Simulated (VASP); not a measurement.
# Sn (Im-3m) in VASP: settings compared

The runs below take Sn through single point, with r2SCAN, PBE.

Program: VASP 6.6.1. These are calculated values, not measurements. Logs are shortened: lines on timing, memory, paths and dates and some standing lists are left out, and cuts for length are marked.

### Step 1. The cell of the first run

The structure is cubic, space group Im-3m (No. 229). The conventional cell has a = 3.712 Å, b = 3.712 Å, c = 3.712 Å, α = 90.00°, β = 90.00°, γ = 90.00°. Within 4.2 Å of Sn (site symmetry m-3m) lie 14 Sn at 3.21 to 3.71 Å.

### Step 2. Single point, r2SCAN

POSCAR reads:

```
Sn
1.0
   -1.8559746029      1.8559746029      1.8559746029
    1.8559746029     -1.8559746029      1.8559746029
    1.8559746029      1.8559746029     -1.8559746029
Sn
1
Direct
    0.0000000000      0.0000000000      0.0000000000
```

INCAR.step1 reads:

```
  ALGO = Normal
  EDIFF = 1E-4
  ENCUT = 520
  GGA = PE
  ISMEAR = -1
  LASPH = True
  LCHARG = False
  LREAL = False
  LWAVE = True
  NBANDS = 13
  NELM = 100
  PREC = Accurate
  SIGMA = 0.05
```

INCAR.step2 reads:

```
  ALGO = Normal
  EDIFF = 1E-6
  ENCUT = 520
  ISIF = 2
  ISMEAR = -1
  ISTART = 1
  LASPH = True
  LCHARG = False
  LMIXTAU = True
  LREAL = False
  LWAVE = False
  METAGGA = R2SCAN
  NBANDS = 13
  NELM = 100
  PREC = Accurate
  SIGMA = 0.05
```

KPOINTS reads:

```
k-points
0
Gamma
  10 10 10
```

Potentials or basis: VASP PAW PBE potentials, release 64 (Sn_d).

The run is started by

```
$ cat potpaw_PBE.64/Sn_d/POTCAR > POTCAR
$ cp INCAR.step1 INCAR
$ mpirun -np 1 vasp_std > vasp.out
$ cp INCAR.step2 INCAR
$ mpirun -np 1 vasp_std > vasp.out
```

OUTCAR:

```text
EDIFF = 1E-6
   ENCUT = 520
   ISIF = 2
   ISMEAR = -1
   ISTART = 1
   LASPH = True
   LREAL = False
   METAGGA = R2SCAN
   NELM = 100
   PREC = Accurate

 ion  position               nearest neighbor table
   1  0.000  0.000  0.000-

  LATTYP: Found a body centered cubic cell.
 ALAT       =     3.7119492058

  Lattice vectors:

 A1 = (  -1.8559746029,   1.8559746029,   1.8559746029)
 A2 = (   1.8559746029,  -1.8559746029,   1.8559746029)
 A3 = (   1.8559746029,   1.8559746029,  -1.8559746029)

Analysis of symmetry for initial positions (statically):
=====================================================================
 Subroutine PRICEL returns:
 Original cell was already a primitive cell.

 Routine SETGRP: Setting up the symmetry group for a
 body centered cubic supercell.

 Subroutine GETGRP returns: Found 48 space group operations
[... 9 lines left out ...]

 Routine SETGRP: Setting up the symmetry group for a
 body centered cubic supercell.

 Subroutine GETGRP returns: Found 48 space group operations
[... 11 lines left out ...]
                                     Primitive cell

  volume of cell :      25.5727

  direct lattice vectors                    reciprocal lattice vectors
    -1.855974603  1.855974603  1.855974603     0.000000000  0.269400238  0.269400238
     1.855974603 -1.855974603  1.855974603     0.269400238  0.000000000  0.269400238
     1.855974603  1.855974603 -1.855974603     0.269400238  0.269400238  0.000000000

  length of vectors
     3.214642310  3.214642310  3.214642310     0.380989470  0.380989470  0.380989470

  position of ions in fractional coordinates (direct lattice)
     0.000000000  0.000000000  0.000000000

  ion indices of the primitive-cell ions
   primitive index   ion index
                 1           1

----------------------------------------------------------------------------------------

 KPOINTS: k-points

Automatic generation of k-mesh.
 Grid dimensions read from file:
 generate k-points for:   10   10   10

 Generating k-lattice:

  Cartesian coordinates                     Fractional coordinates (reciprocal lattice)
     0.000000000  0.026940024  0.026940024     0.100000000  0.000000000  0.000000000
     0.026940024  0.000000000  0.026940024     0.000000000  0.100000000  0.000000000
     0.026940024  0.026940024  0.000000000     0.000000000  0.000000000  0.100000000

  Length of vectors
     0.038098947  0.038098947  0.038098947

  Shift w.r.t. Gamma in fractional coordinates (k-lattice)
     0.000000000  0.000000000  0.000000000

 Subroutine IBZKPT returns following result:
 ===========================================

 Found     47 irreducible k-points:

 Following reciprocal coordinates:
            Coordinates               Weight
  0.000000  0.000000  0.000000      1.000000
  0.100000  0.000000  0.000000     12.000000
  0.200000  0.000000  0.000000     12.000000
  0.300000  0.000000  0.000000     12.000000
  0.400000  0.000000  0.000000     12.000000
  0.500000  0.000000  0.000000      6.000000
[... 16 lines left out ...]
  0.300000  0.300000  0.100000      8.000000
 -0.300000  0.300000  0.100000     24.000000
 [... further k-points ...]
   k-points           NKPTS =     47   k-points in BZ     NKDIM =     47   number of bands    NBANDS=     13
   number of dos      NEDOS =    301   number of ions     NIONS =      1
   total plane-waves  NPLWV =  13824
   dimension x,y,z NGX =    24 NGY =   24 NGZ =   24
   dimension x,y,z NGXF=    48 NGYF=   48 NGZF=   48
   ions per type =               1
   NGX,Y,Z   is equivalent  to a cutoff of  12.41, 12.41, 12.41 a.u.
   NGXF,Y,Z  is equivalent  to a cutoff of  24.82, 24.82, 24.82 a.u.
 SYSTEM =  unknown system
   PREC   = accura    normal or accurate (medium, high low for compatibility)
   ISTART =      1    job   : 0-new  1-cont  2-samecut
   ICHARG =      0    charge: 1-file 2-atom 10-const
   ISPIN  =      1    spin polarized calculation?
   LNONCOLLINEAR =      F non collinear calculations
   LSORBIT =      F    spin-orbit coupling
   LASPH  =      T    aspherical Exc in radial PAW
   ENCUT  =  520.0 eV  38.22 Ry    6.18 a.u.   5.98  5.98  5.98*2*pi/ulx,y,z
   NELM   =    100;   NELMIN=  2; NELMDL=  0     # of ELM steps
   EDIFF  = 0.1E-05   stopping-criterion for ELM
   LREAL  =      F    real-space projection
   EDIFFG = 0.1E-04   stopping-criterion for IOM
   NSW    =      0    number of steps for IOM
   IBRION =     -1    ionic relax: 0-MD 1-quasi-New 2-CG
   NFREE  =      0    steps in history (QN), initial steepest desc. (CG)
   ISIF   =      2    stress and relaxation
   ISYM   =      2    0-nonsym 1-usesym 2-fastsym
   POTIM  = 0.5000    time-step for ionic-motion
   TEBEG  =    0.0;   TEEND  =   0.0 temperature during run
   PSTRESS=    0.0 pullay stress
   NELECT =      14.0000    total number of electrons
   NUPDOWN=      -1.0000    fix difference up-down
   EMIN   =  10.00;   EMAX   =-10.00  energy-range for DOS
[... 5 lines left out ...]
     AMIX     =   0.40;   BMIX     =  1.00
     AMIX_MAG =   1.60;   BMIX_MAG =  1.00
  volume/ion in A,a.u.               =      25.57       172.57
  Fermi-wavevector in a.u.,A,eV,Ry     =   1.339241  2.530799 24.402962  1.793567
  Thomas-Fermi vector in A             =   2.467649
   LORBIT       =      0    0 simple, 1 ext, 2 COOP (PROOUT), +10 PAW based schemes
   METAGGA = R2SCAN    functional components
   LHFCALC =     F    Hartree Fock is set to
   AEXX    =    0.0000 exact exchange contribution
   IVDW    =     0    specifies the selected vdW correction
   LEPSILON=     F    determine dielectric tensor
   LRPA    =     F    only Hartree local field effects (RPA)
 non-spin polarized calculation
  energy-cutoff  :      520.00
  volume of cell :       25.57
 maximum number of plane-waves:       703
   NGX = 11   NGY = 11   NGZ = 11

 number of electron      13.9999995 magnetization

 Free energy of the ion-electron system (eV)
  ---------------------------------------------------
  ext. energy  EPLUGINS =         0.00000000
  ---------------------------------------------------
  free energy    TOTEN  =       -24.48147585 eV

  energy without entropy =      -24.47661062  energy(sigma->0) =      -24.47904323

 E-fermi :   8.7967     XC(G=0): -11.6013

 val. band max:        8.7172262085   @ k =   0.2000   0.2000   0.2000
 cond. band min:       8.8319670622   @ k =   0.2000   0.2000   0.0000
 fundamental gap:      0.1147408537
 Fermi energy:         8.7967477284

 k-point     1 :       0.0000    0.0000    0.0000
  band No.  band energies     occupation
      1     -13.5295      2.00000
      2     -13.5294      2.00000
      3     -13.5294      2.00000
      4     -13.3469      2.00000
      5     -13.3469      2.00000
      6      -3.3386      2.00000
      7      17.8555      0.00000
      8      17.8555      0.00000
      9      17.8555      0.00000
     10      21.8114      0.00000
     11      21.8114      0.00000
     12      21.8114      0.00000
     13      22.4967      0.00000

 k-point     2 :       0.1000    0.0000    0.0000
  band No.  band energies     occupation
      1     -13.5353      2.00000
      2     -13.5215      2.00000
      3     -13.5026      2.00000
      4     -13.3534      2.00000
      5     -13.3478      2.00000
      6      -3.0956      2.00000
      7      15.8731      0.00000
      8      16.8902      0.00000
      9      17.5086      0.00000
     10      20.2376      0.00000
     11      20.4605      0.00000
     12      21.5095      0.00000
     13      23.4349      0.00000

 k-point     3 :       0.2000    0.0000    0.0000
  band No.  band energies     occupation
      1     -13.5508      2.00000
      2     -13.5055      2.00000
      3     -13.4314      2.00000
      4     -13.3669      2.00000
      5     -13.3500      2.00000
      6      -2.3638      2.00000
      7      12.3370      0.00000
      8      15.2918      0.00000
      9      16.6343      0.00000
     10      19.1013      0.00000
     11      19.2081      0.00000
     12      21.7918      0.00000
     13      24.0559      0.00000

 k-point     4 :       0.3000    0.0000    0.0000
  band No.  band energies     occupation
      1     -13.5698      2.00000
      2     -13.4995      2.00000
      3     -13.3717      2.00000
      4     -13.3526      2.00000
      5     -13.3418      2.00000
      6      -1.1420      2.00000
      7       8.8633      0.41780
      8      13.9416      0.00000
      9      15.7223      0.00000
     10      18.3234      0.00000
     11      18.3256      0.00000
     12      22.8355      0.00000
     13      24.7811      0.00000

 k-point     5 :       0.4000    0.0000    0.0000
  band No.  band energies     occupation
      1     -13.5852      2.00000
      2     -13.5080      2.00000
      3     -13.3638      2.00000
      4     -13.3546      2.00000
      5     -13.2682      2.00000
      6       0.5396      2.00000
      7       5.7805      2.00000
      8      13.0712      0.00000
      9      15.0974      0.00000
     10      17.7989      0.00000
     11      17.8743      0.00000
     12      24.3085      0.00000
     13      25.6257      0.00000
[... 257 lines left out ...]
 k-point    22 :      -0.2000    0.2000    0.1000
  band No.  band energies     occupation
      1     -13.5233      2.00000
      2     -13.4921      2.00000
      3     -13.4357      2.00000
      4     -13.3853      2.00000
      5     -13.3501      2.00000
      6      -2.1209      2.00000
      7      12.4807      0.00000
      8      14.3267      0.00000
      9      15.3669      0.00000
     10      18.3998      0.00000
     11      20.5043      0.00000
     12      21.1278      0.00000
     13      24.6973      0.00000

 k-point    23 :       0.3000    0.3000    0.1000
  band No.  band energies     occupation
      1     -13.5347      2.00000
      2     -13.4059      2.00000
      3     -13.4058      2.00000
      4     -13.3492      2.00000
      5     -13.3492      2.00000
      6       3.3421      2.00000
      7       6.1736      2.00000
      8       6.1736      2.00000
      9      10.5678      0.00000
     10      24.4067      0.00000
     11      24.9859      0.00000
     12      24.9859      0.00000
     13      29.0206      0.00000

 k-point    24 :      -0.3000    0.3000    0.1000
  band No.  band energies     occupation
      1     -13.5412      2.00000
      2     -13.4846      2.00000
      3     -13.3903      2.00000
      4     -13.3590      2.00000
      5     -13.3454      2.00000
      6      -0.9009      2.00000
      7       9.0682      0.00873
      8      13.0321      0.00000
      9      14.6319      0.00000
     10      18.7169      0.00000
     11      19.5888      0.00000
     12      20.8439      0.00000
     13      27.1817      0.00000

 [... further k-points ...]
[... 5 lines left out ...]
  --------------------------------------------------------------------------------------
  -------------------------------------------------------------------------------------
  Total        0.4106306      0.4106306      0.4106306      0.0000000      0.0000000     -0.0000000
  in kB       25.7268032     25.7268032     25.7268032      0.0000000      0.0000000     -0.0000000
  external PRESSURE =      25.7268032 kB  Pullay stress =       0.0000000 kB

 VOLUME and BASIS-vectors are now :
 -----------------------------------------------------------------------------
  energy-cutoff  :      520.00
  volume of cell :       25.57
      direct lattice vectors                 reciprocal lattice vectors
    -1.855974603  1.855974603  1.855974603     0.000000000  0.269400238  0.269400238
     1.855974603 -1.855974603  1.855974603     0.269400238  0.000000000  0.269400238
     1.855974603  1.855974603 -1.855974603     0.269400238  0.269400238  0.000000000

 POSITION                                       TOTAL-FORCE (eV/Angst)
 -----------------------------------------------------------------------------------
      0.00000      0.00000      0.00000        -0.000000      0.000000      0.000000
 -----------------------------------------------------------------------------------
    total drift:                                0.000000      0.000000      0.000000

  FREE ENERGIE OF THE ION-ELECTRON SYSTEM (eV)
  ---------------------------------------------------
  free  energy   TOTEN  =       -24.4814758493 eV

  energy  without entropy=      -24.4766106199  energy(sigma->0) =      -24.47904323
```

Run time: 17 s. Hardware: 1 thread of Intel Xeon 6975P-C (Granite Rapids), shared host; peak memory 0.14 GiB.

Results:

- Free energy: -24.4815 eV
- Pressure: 2.6 GPa
- Band gap on the k mesh: zero (band 7 reaches 17.86 eV, above the bottom of band 8 at 6.17 eV)

Levels at points of the mesh, in eV from the Fermi level:
```
           k point  band 4  band 5  band 6  band 7  band 8  band 9  band 10  band 11
(0.00, 0.00, 0.00)  -22.14  -22.14  -12.14    9.06    9.06    9.06    13.01    13.01
(0.50, 0.00, 0.00)  -22.15  -22.04   -6.72   -5.03    3.98    6.08     8.83     8.93
(0.50, 0.50, 0.50)  -22.06  -22.06   -1.92   -0.66   -0.66   -0.66     4.14     4.14
```

Caveat: the PAW data sets were made with another functional, which shifts forces and pressure a little; spin-orbit coupling is left out, which moves the levels of the heavy elements.

(Part 1 of 2 ends here.)
